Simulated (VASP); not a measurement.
# Zn (P6_3/mmc) in VASP: a series of runs

Zn is run at these levels: PBE0, PBEsol-based global hybrid; tasks: single point.

Program: VASP 6.6.1. These are calculated values, not measurements. Logs are shortened: lines on timing, memory, paths and dates and some standing lists are left out, and cuts for length are marked.

## (1) The cell of the first run

It takes space group P6_3/mmc (No. 194, hexagonal). The conventional cell has a = 2.670 Å, b = 2.670 Å, c = 4.966 Å, α = 90.00°, β = 90.00°, γ = 120.00°. Zn (site symmetry -6m2) has 12 Zn at 2.67 to 2.92 Å within 3.5 Å.

## (2) Single point, PBE0

File POSCAR:

```
Zn
1.0
    2.6700000000      0.0000000000      0.0000000000
   -1.3350000000      2.3122878281      0.0000000000
    0.0000000000      0.0000000000      4.9660000000
Zn
2
Direct
    0.6666666667      0.3333333333      0.7500000000
    0.3333333333      0.6666666667      0.2500000000
```

File INCAR.step1:

```
SYSTEM = Zn
  PREC = Accurate
  ENCUT = 520
  EDIFF = 1E-5
  ISMEAR = -1
  SIGMA = 0.05
  LREAL = .FALSE.
  LASPH = .TRUE.
  NELM = 80
  ALGO = Normal
  ISIF = 2
  LWAVE = .TRUE.
  LCHARG = .FALSE.
  GGA = PE
  NBANDS = 19
```

File INCAR.step2:

```
SYSTEM = Zn
  PREC = Accurate
  ENCUT = 520
  EDIFF = 1E-6
  ISMEAR = -1
  SIGMA = 0.05
  LREAL = .FALSE.
  LASPH = .TRUE.
  NELM = 80
  ALGO = Normal
  ISIF = 2
  LWAVE = .FALSE.
  LCHARG = .FALSE.
  GGA = PE
  LHFCALC = .TRUE.
  AEXX = 0.25
  PRECFOCK = Normal
  ISTART = 1
  NBANDS = 19
```

File KPOINTS:

```
Automatic mesh
0
G
  6 6 3
  0 0 0
```

Potentials or basis: VASP PAW PBE potentials, release 64 (Zn).

Started as:

```console
> cat potpaw_PBE.64/Zn/POTCAR > POTCAR
> cp INCAR.step1 INCAR
> mpirun -np 1 vasp_std > vasp.out
> cp INCAR.step2 INCAR
> mpirun -np 1 vasp_std > vasp.out
```

OUTCAR:

```text
SYSTEM = Zn
   PREC = Accurate
   ENCUT = 520
   EDIFF = 1E-6
   ISMEAR = -1
   LREAL = .FALSE.
   LASPH = .TRUE.
   NELM = 80
   ISIF = 2
   GGA = PE
   LHFCALC = .TRUE.
   AEXX = 0.25
   PRECFOCK = Normal
   ISTART = 1

 ion  position               nearest neighbor table
   1  0.667  0.333  0.750-   2 2.92   2 2.92   2 2.92   2 2.92   2 2.92   2 2.92
   2  0.333  0.667  0.250-   1 2.92   1 2.92   1 2.92   1 2.92   1 2.92   1 2.92

  LATTYP: Found a hexagonal cell.
 ALAT       =     2.6700000000
 C/A-ratio  =     1.8599250936

  Lattice vectors:

 A1 = (   2.6700000000,   0.0000000000,   0.0000000000)
 A2 = (  -1.3350000000,   2.3122878281,   0.0000000000)
 A3 = (   0.0000000000,   0.0000000000,   4.9660000000)

Analysis of symmetry for initial positions (statically):
=====================================================================
 Subroutine PRICEL returns:
 Original cell was already a primitive cell.

 Routine SETGRP: Setting up the symmetry group for a
 hexagonal supercell.

 Subroutine GETGRP returns: Found 24 space group operations
 (whereof 12 operations were pure point group operations)
 out of a pool of 24 trial point group operations.

The static configuration has the point symmetry D_3d.
 The point group associated with its full space group is D_6h.

Analysis of symmetry for dynamics (positions and initial velocities):
=====================================================================
 Subroutine PRICEL returns:
 Original cell was already a primitive cell.

 Routine SETGRP: Setting up the symmetry group for a
 hexagonal supercell.

 Subroutine GETGRP returns: Found 24 space group operations
 (whereof 12 operations were pure point group operations)
 out of a pool of 24 trial point group operations.

The dynamic configuration has the point symmetry D_3d.
 The point group associated with its full space group is D_6h.

 Subroutine INISYM returns: Found 24 space group operations
 (whereof 12 operations are pure point group operations),
 and found     1 'primitive' translations

----------------------------------------------------------------------------------------

                                     Primitive cell

  volume of cell :      30.6591

  direct lattice vectors                    reciprocal lattice vectors
     2.670000000  0.000000000  0.000000000     0.374531835  0.216236056  0.000000000
    -1.335000000  2.312287828  0.000000000     0.000000000  0.432472112  0.000000000
     0.000000000  0.000000000  4.966000000     0.000000000  0.000000000  0.201369311

  length of vectors
     2.670000000  2.670000000  4.966000000     0.432472112  0.432472112  0.201369311

  position of ions in fractional coordinates (direct lattice)
     0.666666667  0.333333333  0.750000000
     0.333333333  0.666666667  0.250000000

  ion indices of the primitive-cell ions
   primitive index   ion index
                 1           1
                 2           2

----------------------------------------------------------------------------------------

 KPOINTS: Automatic mesh

Automatic generation of k-mesh.
 Grid dimensions read from file:
 generate k-points for:    6    6    3

 Generating k-lattice:

  Cartesian coordinates                     Fractional coordinates (reciprocal lattice)
     0.062421973  0.036039343  0.000000000     0.166666667  0.000000000  0.000000000
     0.000000000  0.072078685  0.000000000     0.000000000  0.166666667  0.000000000
     0.000000000  0.000000000  0.067123104     0.000000000  0.000000000  0.333333333

  Length of vectors
     0.072078685  0.072078685  0.067123104

  Shift w.r.t. Gamma in fractional coordinates (k-lattice)
     0.000000000  0.000000000  0.000000000

 Subroutine IBZKPT returns following result:
 ===========================================

 Found     14 irreducible k-points:

 Following reciprocal coordinates:
            Coordinates               Weight
  0.000000  0.000000  0.000000      1.000000
  0.166667  0.000000  0.000000      6.000000
  0.333333  0.000000  0.000000      6.000000
  0.500000  0.000000  0.000000      3.000000
  0.166667  0.166667  0.000000      6.000000
  0.333333  0.166667  0.000000     12.000000
  0.333333  0.333333  0.000000      2.000000
  0.000000  0.000000  0.333333      2.000000
  0.166667  0.000000  0.333333     12.000000
  0.333333  0.000000  0.333333     12.000000
  0.500000  0.000000  0.333333      6.000000
  0.166667  0.166667  0.333333     12.000000
  0.333333  0.166667  0.333333     24.000000
  0.333333  0.333333  0.333333      4.000000
   k-points           NKPTS =     14   k-points in BZ     NKDIM =    108   number of bands    NBANDS=     19
   number of dos      NEDOS =    301   number of ions     NIONS =      2
   total plane-waves  NPLWV =  16000
   dimension x,y,z NGX =    20 NGY =   20 NGZ =   40
   dimension x,y,z NGXF=    40 NGYF=   40 NGZF=   80
   ions per type =               2
   NGX,Y,Z   is equivalent  to a cutoff of  12.45, 12.45, 13.39 a.u.
   NGXF,Y,Z  is equivalent  to a cutoff of  24.91, 24.91, 26.78 a.u.
 SYSTEM =  Zn
   PREC   = accura    normal or accurate (medium, high low for compatibility)
   ISTART =      1    job   : 0-new  1-cont  2-samecut
   ICHARG =      0    charge: 1-file 2-atom 10-const
   ISPIN  =      1    spin polarized calculation?
   LNONCOLLINEAR =      F non collinear calculations
   LSORBIT =      F    spin-orbit coupling
   LASPH  =      T    aspherical Exc in radial PAW
   ENCUT  =  520.0 eV  38.22 Ry    6.18 a.u.   4.96  4.96  9.23*2*pi/ulx,y,z
   NELM   =     80;   NELMIN=  2; NELMDL=  0     # of ELM steps
   EDIFF  = 0.1E-05   stopping-criterion for ELM
   LREAL  =      F    real-space projection
   EDIFFG = 0.1E-04   stopping-criterion for IOM
   NSW    =      0    number of steps for IOM
   IBRION =     -1    ionic relax: 0-MD 1-quasi-New 2-CG
   NFREE  =      0    steps in history (QN), initial steepest desc. (CG)
   ISIF   =      2    stress and relaxation
   ISYM   =      3    0-nonsym 1-usesym 2-fastsym
   POTIM  = 0.5000    time-step for ionic-motion
   TEBEG  =    0.0;   TEEND  =   0.0 temperature during run
   PSTRESS=    0.0 pullay stress
   NELECT =      24.0000    total number of electrons
   NUPDOWN=      -1.0000    fix difference up-down
   EMIN   =  10.00;   EMAX   =-10.00  energy-range for DOS
   EFERMI =   0.00;   METHOD = LEGACY
   ISMEAR =    -1;   SIGMA  =   0.05  broadening in eV -4-tet -1-fermi 0-gaus
   EFERMI_NEDOS =   21; number of points for ismear=-14 and -15
   IALGO  =     38    algorithm
   IMIX   =      1    mixing-type and parameters
     AMIX     =   0.40;   BMIX     =  1.00
     AMIX_MAG =   1.60;   BMIX_MAG =  1.00
  volume/ion in A,a.u.               =      15.33       103.45
  Fermi-wavevector in a.u.,A,eV,Ry     =   1.508778  2.851177 30.972445  2.276410
  Thomas-Fermi vector in A             =   2.619187
   LORBIT       =      0    0 simple, 1 ext, 2 COOP (PROOUT), +10 PAW based schemes
   GGA     = PE    functional components
   LHFCALC =     T    Hartree Fock is set to
   PRECFOCK=normal    Normal, Fast or Accurate (Low or Medium for compatibility)
   ENCUT4O =  -1.0   cutoff for four orbital integrals eV
   NKREDX  =     1    reduce k-point grid by
   NKREDY  =     1    reduce k-point grid by
   NKREDZ  =     1    reduce k-point grid by
   AEXX    =    0.2500 exact exchange contribution
   HFSCREEN=    0.0000 screening length (either q_TF or 0.3 A-1)
   HFSCREENC=   0.0000 screening length for correlation (either q_TF or 0.3 A-1)
   ENCUTFOCK=  -1.0 apply spherical cutoff to Coloumb kernel
   IVDW    =     0    specifies the selected vdW correction
   LEPSILON=     F    determine dielectric tensor
   LRPA    =     F    only Hartree local field effects (RPA)
 non-spin polarized calculation
  energy-cutoff  :      520.00
  volume of cell :       30.66
 maximum number of plane-waves:       855
 NGX is ok and might be reduce to    20
  NGX = 16; NGY = 16; NGZ = 28

 number of electron      24.0000011 magnetization

 Free energy of the ion-electron system (eV)
  ---------------------------------------------------
  ext. energy  EPLUGINS =         0.00000000
  ---------------------------------------------------
  free energy    TOTEN  =        -2.57490616 eV

  energy without entropy =       -2.57235771  energy(sigma->0) =       -2.57363194

 E-fermi :   3.1623     XC(G=0):  -9.0184

 val. band max:        3.0813196403   @ k =   0.3333   0.0000   0.0000
 cond. band min:       3.9179164169   @ k =   0.3333   0.1667   0.0000
 fundamental gap:      0.8365967766
 Fermi energy:         3.1622845873

 k-point     1 :       0.0000    0.0000    0.0000
  band No.  band energies     occupation
      1      -9.0943      2.00000
      2      -8.0621      2.00000
      3      -7.5367      2.00000
      4      -7.3182      2.00000
      5      -7.3182      2.00000
      6      -7.2703      2.00000
[... 11 lines left out ...]
     18      23.5903      0.00000
     19      23.6352      0.00000

 k-point     2 :       0.1667    0.0000    0.0000
  band No.  band energies     occupation
      1      -8.2250      2.00000
      2      -7.8237      2.00000
      3      -7.4849      2.00000
      4      -7.3527      2.00000
      5      -7.2520      2.00000
      6      -7.1460      2.00000
[... 11 lines left out ...]
     18      20.6596      0.00000
     19      21.5260      0.00000

 k-point     3 :       0.3333    0.0000    0.0000
  band No.  band energies     occupation
      1      -7.9068      2.00000
      2      -7.7790      2.00000
      3      -7.6008      2.00000
      4      -7.2438      2.00000
      5      -7.2062      2.00000
      6      -7.1164      2.00000
[... 11 lines left out ...]
     18      19.1333      0.00000
     19      21.1385      0.00000

 k-point     4 :       0.5000    0.0000    0.0000
  band No.  band energies     occupation
      1      -8.0279      2.00000
      2      -7.8853      2.00000
      3      -7.7782      2.00000
      4      -7.3106      2.00000
      5      -7.1684      2.00000
      6      -7.1137      2.00000
[... 11 lines left out ...]
     18      18.6142      0.00000
     19      20.0374      0.00000

 k-point     5 :       0.1667    0.1667    0.0000
  band No.  band energies     occupation
      1      -7.5959      2.00000
      2      -7.5858      2.00000
      3      -7.4505      2.00000
      4      -7.3576      2.00000
      5      -7.2955      2.00000
      6      -7.2342      2.00000
[... 11 lines left out ...]
     18      17.5923      0.00000
     19      18.6724      0.00000

 k-point     6 :       0.3333    0.1667    0.0000
  band No.  band energies     occupation
      1      -7.7824      2.00000
      2      -7.6882      2.00000
      3      -7.6306      2.00000
      4      -7.3118      2.00000
      5      -7.1900      2.00000
      6      -7.1584      2.00000
[... 11 lines left out ...]
     18      15.6476      0.00000
     19      16.7652      0.00000

 k-point     7 :       0.3333    0.3333    0.0000
  band No.  band energies     occupation
      1      -7.6501      2.00000
      2      -7.4091      2.00000
      3      -7.4091      2.00000
      4      -7.3345      2.00000
      5      -7.3109      2.00000
      6      -7.3109      2.00000
[... 11 lines left out ...]
     18      10.3110      0.00000
     19      12.6250      0.00000

 k-point     8 :       0.0000    0.0000    0.3333
  band No.  band energies     occupation
      1      -8.4656      2.00000
      2      -8.0481      2.00000
      3      -7.3919      2.00000
      4      -7.3207      2.00000
      5      -7.3207      2.00000
      6      -7.2947      2.00000
[... 11 lines left out ...]
     18      23.7863      0.00000
     19      23.7863      0.00000

 k-point     9 :       0.1667    0.0000    0.3333
  band No.  band energies     occupation
      1      -7.8198      2.00000
      2      -7.7581      2.00000
      3      -7.4462      2.00000
      4      -7.4015      2.00000
      5      -7.2705      2.00000
      6      -7.1432      2.00000
[... 11 lines left out ...]
     18      21.3409      0.00000
     19      21.4665      0.00000

 k-point    10 :       0.3333    0.0000    0.3333
  band No.  band energies     occupation
      1      -7.8666      2.00000
      2      -7.8225      2.00000
      3      -7.6124      2.00000
      4      -7.5291      2.00000
      5      -7.0305      2.00000
      6      -7.0143      2.00000
[... 11 lines left out ...]
     18      18.6950      0.00000
     19      19.0954      0.00000

 k-point    11 :       0.5000    0.0000    0.3333
  band No.  band energies     occupation
      1      -7.9810      2.00000
      2      -7.9715      2.00000
      3      -7.7291      2.00000
      4      -7.6065      2.00000
      5      -7.0652      2.00000
      6      -6.8830      2.00000
[... 11 lines left out ...]
     18      17.6857      0.00000
     19      18.7543      0.00000

 k-point    12 :       0.1667    0.1667    0.3333
  band No.  band energies     occupation
      1      -7.6027      2.00000
      2      -7.5544      2.00000
      3      -7.5078      2.00000
      4      -7.4002      2.00000
      5      -7.3762      2.00000
      6      -7.2966      2.00000
[... 11 lines left out ...]
     18      14.5070      0.00000
     19      22.7411      0.00000

 k-point    13 :       0.3333    0.1667    0.3333
  band No.  band energies     occupation
      1      -7.7694      2.00000
      2      -7.7194      2.00000
      3      -7.5689      2.00000
      4      -7.5481      2.00000
      5      -7.2175      2.00000
      6      -6.9838      2.00000
[... 11 lines left out ...]
     18      15.4499      0.00000
     19      18.6082      0.00000

 k-point    14 :       0.3333    0.3333    0.3333
  band No.  band energies     occupation
      1      -7.5261      2.00000
      2      -7.5226      2.00000
      3      -7.5226      2.00000
      4      -7.3514      2.00000
      5      -7.2412      2.00000
      6      -7.2412      2.00000
[... 11 lines left out ...]
     18      14.9021      0.00000
     19      16.0455      0.00000

------------------------ aborting loop because EDIFF is reached ----------------------------------------

  FORCE on cell =-STRESS in cart. coord.  units (eV):
  Direction    XX          YY          ZZ          XY          YZ          ZX
  --------------------------------------------------------------------------------------
  -------------------------------------------------------------------------------------
  Total       -0.6322863     -0.6322863      0.8045788      0.0000000      0.0000000      0.0000000
  in kB      -33.0418616    -33.0418616     42.0454768      0.0000000      0.0000000      0.0000000
  external PRESSURE =      -8.0127488 kB  Pullay stress =       0.0000000 kB

 VOLUME and BASIS-vectors are now :
 -----------------------------------------------------------------------------
  energy-cutoff  :      520.00
  volume of cell :       30.66
      direct lattice vectors                 reciprocal lattice vectors
     2.670000000  0.000000000  0.000000000     0.374531835  0.216236056  0.000000000
    -1.335000000  2.312287828  0.000000000     0.000000000  0.432472112  0.000000000
     0.000000000  0.000000000  4.966000000     0.000000000  0.000000000  0.201369311

 POSITION                                       TOTAL-FORCE (eV/Angst)
 -----------------------------------------------------------------------------------
      1.33500      0.77076      3.72450        -0.000000      0.000000      0.000000
     -0.00000      1.54153      1.24150         0.000000     -0.000000     -0.000000
 -----------------------------------------------------------------------------------
    total drift:                                0.000000      0.000001      0.000000

  FREE ENERGIE OF THE ION-ELECTRON SYSTEM (eV)
  ---------------------------------------------------
  free  energy   TOTEN  =        -2.5749061623 eV

  energy  without entropy=       -2.5723577102  energy(sigma->0) =       -2.57363194
```

Run time: 13 min. Hardware: 1 thread of Intel Xeon Platinum 8488C (Sapphire Rapids), shared host; peak memory 0.15 GiB.

What came out:

- Free energy: -2.5749 eV
- Pressure: -0.8 GPa
- Band gap on the k mesh: zero (band 12 reaches 3.97 eV, above the bottom of band 13 at -1.00 eV)

Caveat: the k points lie up to 0.45 Å⁻¹ apart; the PAW data sets were made with another functional, which shifts forces and pressure a little.

## (3) Single point, PBEsol-based global hybrid

POSCAR is that of step 2.

File INCAR.step1:

```
  ALGO = Normal
  EDIFF = 1E-5
  ENCUT = 520
  GGA = PE
  ISIF = 2
  ISMEAR = -1
  LASPH = True
  LCHARG = False
  LREAL = False
  LWAVE = True
  NBANDS = 19
  NELM = 60
  PREC = Accurate
  SIGMA = 0.05
```

File INCAR.step2:

```
  AEXX = 0.25
  ALGO = Normal
  EDIFF = 1E-6
  ENCUT = 520
  GGA = PS
  ISIF = 2
  ISMEAR = -1
  ISTART = 1
  LASPH = True
  LCHARG = False
  LHFCALC = True
  LREAL = False
  LWAVE = False
  NBANDS = 19
  NELM = 60
  PREC = Accurate
  PRECFOCK = Normal
  SIGMA = 0.05
```

File KPOINTS:

```
k-points
0
Gamma
  6 6 3
```

Potentials or basis: VASP PAW PBE potentials, release 64 (Zn).

Started as:

```console
> cat potpaw_PBE.64/Zn/POTCAR > POTCAR
> cp INCAR.step1 INCAR
> mpirun -np 1 vasp_std > vasp.out
> cp INCAR.step2 INCAR
> mpirun -np 1 vasp_std > vasp.out
```

Run time: 14 min. Hardware: 1 thread of Intel Xeon Platinum 8488C (Sapphire Rapids), shared host; peak memory 0.15 GiB.

Results (log left out):

```yaml
Free_energy: -3.1862 eV
Pressure: -4.3 GPa
Band_gap_on_the_k_mesh: zero (band 12 reaches 3.82 eV, above the bottom of band 13 at -1.15 eV)
```

Stress tensor (GPa, compression positive):
```
-7.11  0.00  0.00
 0.00 -7.11  0.00
 0.00  0.00  1.25
```

Levels at points of the mesh, in eV from the Fermi level:
| k point | band 10 | band 11 | band 12 | band 13 | band 14 | band 15 |
| --- | --- | --- | --- | --- | --- | --- |
| (0.00, 0.00, 0.00) | -9.88 | -9.88 | -4.66 | -4.18 | 14.81 | 18.35 |
| (0.50, 0.00, 0.00) | -9.65 | -3.73 | -2.96 | 3.23 | 4.13 | 4.90 |

Caveat: the k points lie up to 0.45 Å⁻¹ apart; the PAW data sets were made with another functional, which shifts forces and pressure a little.
